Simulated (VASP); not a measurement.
A run of VASP 6.6.1 is set up as follows.

INCAR

```
ALGO = Normal
DIPOL = 0.5 0.5 0.286
EDIFF = 1E-6
ENCUT = 400
GGA = PE
GGA_COMPAT = F
IDIPOL = 3
ISIF = 2
ISMEAR = 0
IVDW = 12
LASPH = T
LCHARG = F
LDIPOL = T
LREAL = F
LWAVE = F
NBANDS = 16
NELM = 120
NELMDL = -8
PREC = Accurate
SIGMA = 0.05
```

KPOINTS

```
k-points
0
Gamma
  9 9 1
```

Contents of POSCAR:

```
Si
1.0
    3.8333442755      0.0000000000      0.0000000000
   -1.9166721377      3.3197735240      0.0000000000
    0.0000000000      0.0000000000     20.9083831947
Si
4
Direct
    0.3333333333      0.6666666667      0.1913108232
    0.0000000000      0.0000000000      0.2287349567
    0.0000000000      0.0000000000      0.3468742304
    0.6666666667      0.3333333333      0.3782398247
```

Potentials or basis: VASP PAW PBE potentials, release 64 (Si).

The run is started by

```sh
$ cat potpaw_PBE.64/Si/POTCAR > POTCAR
$ mpirun -np 1 vasp_std > vasp.out
```

Q: Estimate the dispersion energy per atom.

A: -0.252 eV.

Q: Estimate the largest force.

A: 0.581 eV/Å.

Q: Predict the band gap on the k mesh.

A: 0.04 eV (least direct gap 0.04 eV).

Forces in eV/Å, atoms in the order of the input:
```
Si   0.000  0.000  0.581
Si   0.000  0.000 -0.578
Si   0.000  0.000  0.005
Si   0.000  0.000 -0.007
```

Caveat: the smearing spreads over this small gap.
